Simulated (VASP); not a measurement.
# Ge2Mo3 (P4/nmm) in VASP: single point with PBE

Aim: the single point of Ge2Mo3 with PBE.

All numbers are computed with VASP 6.6.1; they aren't measurements. Logs are shortened: lines on timing, memory, paths and dates and some standing lists are left out, and cuts for length are marked.

**1. The cell of the first run**

The structure is tetragonal, space group P4/nmm (No. 129). Conventional cell: a = 3.700 Å, b = 3.700 Å, c = 13.225 Å, α = 90.00°, β = 90.00°, γ = 90.00°. Ge (site symmetry 2mm) has 4 Ge at 2.62 Å and 3 Mo at 2.64 to 2.66 Å within 3.5 Å. Mo (site symmetry -4m2) has 4 Mo at 2.62 Å and 2 Ge at 2.64 Å within 3.5 Å. Within 3.5 Å of Mo (site symmetry -4m2) lie 8 Mo at 2.62 to 2.76 Å. Mo (site symmetry 4mm) has 4 Ge at 2.66 Å and 4 Mo at 2.76 Å within 3.5 Å.

The cell was generated, and may not be a known phase.

**2. Single point, PBE**

The input, INCAR:

```
SYSTEM = Ge2Mo3
ALGO     = Fast           ! electronic algorithm
EDIFF    = 1E-6           ! SCF threshold, eV
ENCUT    = 520            ! plane-wave cutoff, eV
GGA      = PE             ! functional
ISIF     = 2              ! what is computed and relaxed
ISMEAR   = 0              ! smearing method
LASPH    = .True.         ! aspherical terms in the spheres
LCHARG   = .True.         ! write CHGCAR
LELF     = .True.         ! ELF
LREAL    = .False.        ! projectors in reciprocal space
LVHAR    = .True.       
LWAVE    = .False.        ! write WAVECAR
NBANDS   = 81             ! bands
NELM     = 60             ! most SCF steps
PREC     = Accurate       ! precision mode
SIGMA    = 0.1            ! smearing width, eV
```

The input, KPOINTS:

```
k-points
0
Gamma
  10 10 4
  0 0 0
```

The input, POSCAR:

```
Ge2Mo3
1.0
    3.7002833090      0.0000000000      0.0000000000
    0.0000000000      3.7002833090      0.0000000000
    0.0000000000      0.0000000000     13.2245975541
Ge Mo
4 6
Direct
    0.0000000000      0.0000000000      0.8002199987
    0.5000000000      0.5000000000      0.8002199987
    0.5000000000      0.5000000000      0.1997800013
    0.0000000000      0.0000000000      0.1997800013
    0.0000000000      0.0000000000      0.0000000000
    0.5000000000      0.5000000000      0.0000000000
    0.0000000000      0.0000000000      0.5000000000
    0.5000000000      0.5000000000      0.5000000000
    0.5000000000      0.0000000000      0.6553009703
    0.0000000000      0.5000000000      0.3446990297
```

Potentials or basis: VASP PAW PBE potentials, release 64 (Ge_d, Mo_sv).

Started as:

```
cat potpaw_PBE.64/Ge_d/POTCAR potpaw_PBE.64/Mo_sv/POTCAR > POTCAR
mpirun -np 1 vasp_std > vasp.out
```

OUTCAR:

```text
SYSTEM = Ge2Mo3
   EDIFF = 1E-6
   ENCUT = 520
   GGA = PE
   ISIF = 2
   ISMEAR = 0
   LASPH = .True.
   LREAL = .False.
   NELM = 60
   PREC = Accurate

 ion  position               nearest neighbor table
   1  0.000  0.000  0.800-   2 2.62   2 2.62   2 2.62   2 2.62   5 2.64   9 2.66   9 2.66
   2  0.500  0.500  0.800-   1 2.62   1 2.62   1 2.62   1 2.62   6 2.64   9 2.66   9 2.66
   3  0.500  0.500  0.200-   4 2.62   4 2.62   4 2.62   4 2.62   6 2.64  10 2.66  10 2.66
   4  0.000  0.000  0.200-   3 2.62   3 2.62   3 2.62   3 2.62   5 2.64  10 2.66  10 2.66
   5  0.000  0.000  0.000-   6 2.62   6 2.62   6 2.62   6 2.62   1 2.64   4 2.64
   6  0.500  0.500  0.000-   5 2.62   5 2.62   5 2.62   5 2.62   2 2.64   3 2.64
   7  0.000  0.000  0.500-   8 2.62   8 2.62   8 2.62   8 2.62  10 2.76  10 2.76   9 2.76   9 2.76

   8  0.500  0.500  0.500-   7 2.62   7 2.62   7 2.62   7 2.62   9 2.76  10 2.76  10 2.76   9 2.76

   9  0.500  0.000  0.655-   1 2.66   2 2.66   2 2.66   1 2.66   7 2.76   8 2.76   8 2.76   7 2.76

  10  0.000  0.500  0.345-   3 2.66   4 2.66   4 2.66   3 2.66   7 2.76   7 2.76   8 2.76   8 2.76

  LATTYP: Found a simple tetragonal cell.
 ALAT       =     3.7002833090
 C/A-ratio  =     3.5739418984

  Lattice vectors:

 A1 = (   3.7002833090,   0.0000000000,   0.0000000000)
 A2 = (   0.0000000000,   3.7002833090,   0.0000000000)
 A3 = (   0.0000000000,   0.0000000000,  13.2245975541)

Analysis of symmetry for initial positions (statically):
=====================================================================
 Subroutine PRICEL returns:
 Original cell was already a primitive cell.

 Routine SETGRP: Setting up the symmetry group for a
 simple tetragonal supercell.

 Subroutine GETGRP returns: Found 16 space group operations
 (whereof  8 operations were pure point group operations)
 out of a pool of 16 trial point group operations.

The static configuration has the point symmetry D_2d.
 The point group associated with its full space group is D_4h.

Analysis of symmetry for dynamics (positions and initial velocities):
=====================================================================
 Subroutine PRICEL returns:
 Original cell was already a primitive cell.

 Routine SETGRP: Setting up the symmetry group for a
 simple tetragonal supercell.

 Subroutine GETGRP returns: Found 16 space group operations
 (whereof  8 operations were pure point group operations)
 out of a pool of 16 trial point group operations.

The dynamic configuration has the point symmetry D_2d.
 The point group associated with its full space group is D_4h.

 Subroutine INISYM returns: Found 16 space group operations
 (whereof  8 operations are pure point group operations),
 and found     1 'primitive' translations

----------------------------------------------------------------------------------------

                                     Primitive cell

  volume of cell :     181.0725

  direct lattice vectors                    reciprocal lattice vectors
     3.700283309  0.000000000  0.000000000     0.270249577  0.000000000  0.000000000
     0.000000000  3.700283309  0.000000000     0.000000000  0.270249577  0.000000000
     0.000000000  0.000000000 13.224597554     0.000000000  0.000000000  0.075616668

  length of vectors
     3.700283309  3.700283309 13.224597554     0.270249577  0.270249577  0.075616668

  position of ions in fractional coordinates (direct lattice)
     0.000000000  0.000000000  0.800219999
     0.500000000  0.500000000  0.800219999
     0.500000000  0.500000000  0.199780001
     0.000000000  0.000000000  0.199780001
     0.000000000  0.000000000  0.000000000
     0.500000000  0.500000000  0.000000000
     0.000000000  0.000000000  0.500000000
     0.500000000  0.500000000  0.500000000
     0.500000000  0.000000000  0.655300970
     0.000000000  0.500000000  0.344699030

  ion indices of the primitive-cell ions
   primitive index   ion index
                 1           1
                 2           2
                 3           3
                 4           4
                 5           5
                 6           6
                 7           7
                 8           8
                 9           9
                10          10

----------------------------------------------------------------------------------------

 KPOINTS: k-points

Automatic generation of k-mesh.
 Grid dimensions read from file:
 generate k-points for:   10   10    4

 Generating k-lattice:

  Cartesian coordinates                     Fractional coordinates (reciprocal lattice)
     0.027024958  0.000000000  0.000000000     0.100000000  0.000000000  0.000000000
     0.000000000  0.027024958  0.000000000     0.000000000  0.100000000  0.000000000
     0.000000000  0.000000000  0.018904167     0.000000000  0.000000000  0.250000000

  Length of vectors
     0.027024958  0.027024958  0.018904167

  Shift w.r.t. Gamma in fractional coordinates (k-lattice)
     0.000000000  0.000000000  0.000000000

 Subroutine IBZKPT returns following result:
 ===========================================

 Found     63 irreducible k-points:

 Following reciprocal coordinates:
            Coordinates               Weight
  0.000000  0.000000  0.000000      1.000000
  0.100000  0.000000  0.000000      4.000000
  0.200000  0.000000  0.000000      4.000000
  0.300000  0.000000  0.000000      4.000000
  0.400000  0.000000  0.000000      4.000000
  0.500000  0.000000  0.000000      2.000000
[... 16 lines left out ...]
  0.100000  0.000000  0.250000      8.000000
  0.200000  0.000000  0.250000      8.000000
 [... further k-points ...]
   k-points           NKPTS =     63   k-points in BZ     NKDIM =     63   number of bands    NBANDS=     81
   number of dos      NEDOS =    301   number of ions     NIONS =     10
   total plane-waves  NPLWV =  76832
   dimension x,y,z NGX =    28 NGY =   28 NGZ =   98
   dimension x,y,z NGXF=    56 NGYF=   56 NGZF=  196
   ions per type =               4   6
   NGX,Y,Z   is equivalent  to a cutoff of  12.58, 12.58, 12.32 a.u.
   NGXF,Y,Z  is equivalent  to a cutoff of  25.16, 25.16, 24.64 a.u.
 SYSTEM =  Ge2Mo3
   PREC   = accura    normal or accurate (medium, high low for compatibility)
   ISTART =      0    job   : 0-new  1-cont  2-samecut
   ICHARG =      2    charge: 1-file 2-atom 10-const
   ISPIN  =      1    spin polarized calculation?
   LNONCOLLINEAR =      F non collinear calculations
   LSORBIT =      F    spin-orbit coupling
   LASPH  =      T    aspherical Exc in radial PAW
   ENCUT  =  520.0 eV  38.22 Ry    6.18 a.u.   6.88  6.88 24.59*2*pi/ulx,y,z
   NELM   =     60;   NELMIN=  2; NELMDL= -5     # of ELM steps
   EDIFF  = 0.1E-05   stopping-criterion for ELM
   LREAL  =      F    real-space projection
   EDIFFG = 0.1E-04   stopping-criterion for IOM
   NSW    =      0    number of steps for IOM
   IBRION =     -1    ionic relax: 0-MD 1-quasi-New 2-CG
   NFREE  =      0    steps in history (QN), initial steepest desc. (CG)
   ISIF   =      2    stress and relaxation
   ISYM   =      2    0-nonsym 1-usesym 2-fastsym
   POTIM  = 0.5000    time-step for ionic-motion
   TEBEG  =    0.0;   TEEND  =   0.0 temperature during run
   PSTRESS=    0.0 pullay stress
   NELECT =     140.0000    total number of electrons
   NUPDOWN=      -1.0000    fix difference up-down
   EMIN   =  10.00;   EMAX   =-10.00  energy-range for DOS
   EFERMI =   0.00;   METHOD = LEGACY
   ISMEAR =     0;   SIGMA  =   0.10  broadening in eV -4-tet -1-fermi 0-gaus
   EFERMI_NEDOS =   21; number of points for ismear=-14 and -15
   IALGO  =     68    algorithm
   IMIX   =      4    mixing-type and parameters
     AMIX     =   0.40;   BMIX     =  1.00
     AMIX_MAG =   1.60;   BMIX_MAG =  1.00
  volume/ion in A,a.u.               =      18.11       122.19
  Fermi-wavevector in a.u.,A,eV,Ry     =   1.502565  2.839437 30.717909  2.257703
  Thomas-Fermi vector in A             =   2.613789
   LORBIT       =      0    0 simple, 1 ext, 2 COOP (PROOUT), +10 PAW based schemes
   GGA     = PE    functional components
   LHFCALC =     F    Hartree Fock is set to
   AEXX    =    0.0000 exact exchange contribution
   IVDW    =     0    specifies the selected vdW correction
   LEPSILON=     F    determine dielectric tensor
   LRPA    =     F    only Hartree local field effects (RPA)
 non-spin polarized calculation
 RMM-DIIS sequential band-by-band and
 Gauss-broadening in eV      SIGMA  =   0.10
  energy-cutoff  :      520.00
  volume of cell :      181.07
 maximum number of plane-waves:      4916
 NGX is ok and might be reduce to    28
   NGX = 13   NGY = 13   NGZ = 49

 number of electron     140.0000004 magnetization

 Free energy of the ion-electron system (eV)
  ---------------------------------------------------
  ext. energy  EPLUGINS =         0.00000000
  ---------------------------------------------------
  free energy    TOTEN  =       -77.02746041 eV

  energy without entropy =      -76.99293052  energy(sigma->0) =      -77.01019546

 E-fermi :   8.7300     XC(G=0): -11.9822

 val. band max:        8.7214275815   @ k =   0.4000   0.4000   0.2500
 cond. band min:       8.7341062739   @ k =   0.1000   0.1000   0.5000
 fundamental gap:      0.0126786924
 Fermi energy:         8.7299947162

 k-point     1 :       0.0000    0.0000    0.0000
  band No.  band energies     occupation
      1     -52.1959      2.00000
      2     -52.1306      2.00000
      3     -52.1033      2.00000
      4     -51.9902      2.00000
      5     -51.7478      2.00000
      6     -51.6953      2.00000
[... 73 lines left out ...]
     80      11.6412      0.00000
     81      11.8062      0.00000

 k-point     2 :       0.1000    0.0000    0.0000
  band No.  band energies     occupation
      1     -52.1910      2.00000
      2     -52.1304      2.00000
      3     -52.0946      2.00000
      4     -51.9862      2.00000
      5     -51.7565      2.00000
      6     -51.7042      2.00000
[... 73 lines left out ...]
     80      11.7148      0.00000
     81      11.8821      0.00000
[... 1762 lines left out ...]
     80      11.6341      0.00000
     81      12.1909      0.00000

 k-point    24 :       0.2000    0.0000    0.2500
  band No.  band energies     occupation
      1     -52.1779      2.00000
      2     -52.1300      2.00000
      3     -52.0695      2.00000
      4     -51.9733      2.00000
      5     -51.7818      2.00000
      6     -51.7297      2.00000
[... 73 lines left out ...]
     80      11.6183      0.00000
     81      11.9128      0.00000

 [... further k-points ...]

------------------------ aborting loop because EDIFF is reached ----------------------------------------

  FORCE on cell =-STRESS in cart. coord.  units (eV):
  Direction    XX          YY          ZZ          XY          YZ          ZX
  --------------------------------------------------------------------------------------
  -------------------------------------------------------------------------------------
  Total        0.2857750      0.2857750      0.3172289      0.0000000      0.0000000      0.0000000
  in kB        2.5286134      2.5286134      2.8069257      0.0000000      0.0000000      0.0000000
  external PRESSURE =       2.6213842 kB  Pullay stress =       0.0000000 kB

 VOLUME and BASIS-vectors are now :
 -----------------------------------------------------------------------------
  energy-cutoff  :      520.00
  volume of cell :      181.07
      direct lattice vectors                 reciprocal lattice vectors
     3.700283309  0.000000000  0.000000000     0.270249577  0.000000000  0.000000000
     0.000000000  3.700283309  0.000000000     0.000000000  0.270249577  0.000000000
     0.000000000  0.000000000 13.224597554     0.000000000  0.000000000  0.075616668

 POSITION                                       TOTAL-FORCE (eV/Angst)
 -----------------------------------------------------------------------------------
      0.00000      0.00000     10.58259        -0.000000     -0.000000      0.003375
      1.85014      1.85014     10.58259         0.000000      0.000000      0.003375
      1.85014      1.85014      2.64201         0.000000      0.000000     -0.003375
      0.00000      0.00000      2.64201        -0.000000      0.000000     -0.003375
      0.00000      0.00000      0.00000        -0.000000     -0.000000      0.000000
      1.85014      1.85014      0.00000        -0.000000      0.000000      0.000000
      0.00000      0.00000      6.61230        -0.000000      0.000000      0.000000
      1.85014      1.85014      6.61230        -0.000000     -0.000000      0.000000
      1.85014      0.00000      8.66609        -0.000000      0.000000     -0.007450
      0.00000      1.85014      4.55851        -0.000000     -0.000000      0.007450
 -----------------------------------------------------------------------------------
    total drift:                                0.000000      0.000000      0.000000

  FREE ENERGIE OF THE ION-ELECTRON SYSTEM (eV)
  ---------------------------------------------------
  free  energy   TOTEN  =       -77.0274604078 eV

  energy  without entropy=      -76.9929305160  energy(sigma->0) =      -77.01019546
```

Wall time 57 min (1 thread of Oxide Virtual Turin-like, shared host); peak memory 0.67 GiB.

What came out:

```
Free energy            : -77.0275 eV
Pressure               : 0.3 GPa
Largest force          : 0.007 eV/Å
Band gap on the k mesh : zero (bands 70 and 71 overlap by 0.87 eV)
```

Forces on the atoms (eV/Å):
```
Ge   0.000  0.000  0.003
Ge   0.000  0.000  0.003
Ge   0.000  0.000 -0.003
Ge   0.000  0.000 -0.003
Mo   0.000  0.000  0.000
Mo   0.000  0.000  0.000
Mo   0.000  0.000  0.000
Mo   0.000  0.000  0.000
Mo   0.000  0.000 -0.007
Mo   0.000  0.000  0.007
```

Levels at points of the mesh, in eV from the Fermi level:
```csv
k point,band 66,band 67,band 68,band 69,band 70,band 71,band 72,band 73,band 74,band 75
"(0.00, 0.00, 0.00)",-0.67,-0.67,-0.49,0.26,0.32,0.32,0.48,0.77,1.31,1.33
"(0.50, 0.00, 0.00)",-0.49,-0.46,-0.46,-0.40,-0.40,0.43,0.43,0.44,0.44,0.80
"(0.50, 0.50, 0.00)",-1.30,-0.96,-0.96,0.46,0.46,0.51,0.51,1.12,1.12,1.17
"(0.00, 0.00, 0.50)",-1.31,-1.31,-1.17,0.27,0.48,0.77,0.84,0.84,1.13,2.12
"(0.50, 0.00, 0.50)",-0.45,-0.40,-0.40,-0.38,-0.38,0.18,0.18,0.42,0.42,0.99
"(0.50, 0.50, 0.50)",-0.81,-0.48,-0.48,0.02,0.02,0.46,0.46,0.81,0.81,1.12
```
